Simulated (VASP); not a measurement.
A run of VASP 6.6.1 is set up as follows.

The input POSCAR:

```
Ga
1.0
   -1.3843987196      1.3843987196      2.3112238365
    1.3843987196     -1.3843987196      2.3112238365
    1.3843987196      1.3843987196     -2.3112238365
Ga
1
Direct
    0.0000000000      0.0000000000      0.0000000000
```

File INCAR.step1:

```
SYSTEM = Ga
PREC     = Accurate       ! precision mode
ENCUT    = 520            ! plane-wave cutoff, eV
EDIFF    = 1E-5           ! SCF threshold, eV
ISMEAR   = -1             ! smearing method
SIGMA    = 0.05           ! smearing width, eV
LREAL    = .FALSE.        ! projectors in reciprocal space
LASPH    = .TRUE.         ! aspherical terms in the spheres
NELM     = 60             ! most SCF steps
ALGO     = Normal         ! electronic algorithm
ISIF     = 2              ! what is computed and relaxed
LWAVE    = .TRUE.         ! write WAVECAR
LCHARG   = .FALSE.        ! write CHGCAR
GGA      = PE             ! functional
NBANDS   = 12             ! bands
```

The input INCAR.step2:

```
SYSTEM = Ga
PREC     = Accurate       ! precision mode
ENCUT    = 520            ! plane-wave cutoff, eV
EDIFF    = 1E-7           ! SCF threshold, eV
ISMEAR   = -1             ! smearing method
SIGMA    = 0.05           ! smearing width, eV
LREAL    = .FALSE.        ! projectors in reciprocal space
LASPH    = .TRUE.         ! aspherical terms in the spheres
NELM     = 60             ! most SCF steps
ALGO     = Normal         ! electronic algorithm
ISIF     = 2              ! what is computed and relaxed
LWAVE    = .FALSE.        ! write WAVECAR
LCHARG   = .FALSE.        ! write CHGCAR
GGA      = PE             ! functional
LHFCALC  = .TRUE.         ! exact exchange
AEXX     = 0.25           ! exact-exchange fraction
PRECFOCK = Normal       
ISTART   = 1            
NBANDS   = 12             ! bands
```

The input KPOINTS:

```
Automatic mesh
0
G
  6 6 6
  0 0 0
```

Potentials or basis: VASP PAW PBE potentials, release 64 (Ga_d).

Launch:

```bash
$ cat potpaw_PBE.64/Ga_d/POTCAR > POTCAR
$ cp INCAR.step1 INCAR
$ mpirun -np 1 vasp_std > vasp.out
$ cp INCAR.step2 INCAR
$ mpirun -np 1 vasp_std > vasp.out
```

Question: What does it give for the pressure?

Answer: 2.8 GPa.

Question: What does it give for the band gap on the k mesh?

Answer: Zero (an odd number of electrons rules out a gap without spin polarisation).

Stress tensor (GPa, compression positive):
```
 7.31  0.00  0.00
 0.00  7.31  0.00
 0.00  0.00 -6.17
```

Caveat: the k points lie up to 0.44 Å⁻¹ apart, too coarse for converged energies and pressures of a metal; the PAW data sets were made with another functional, which shifts forces and pressure a little.
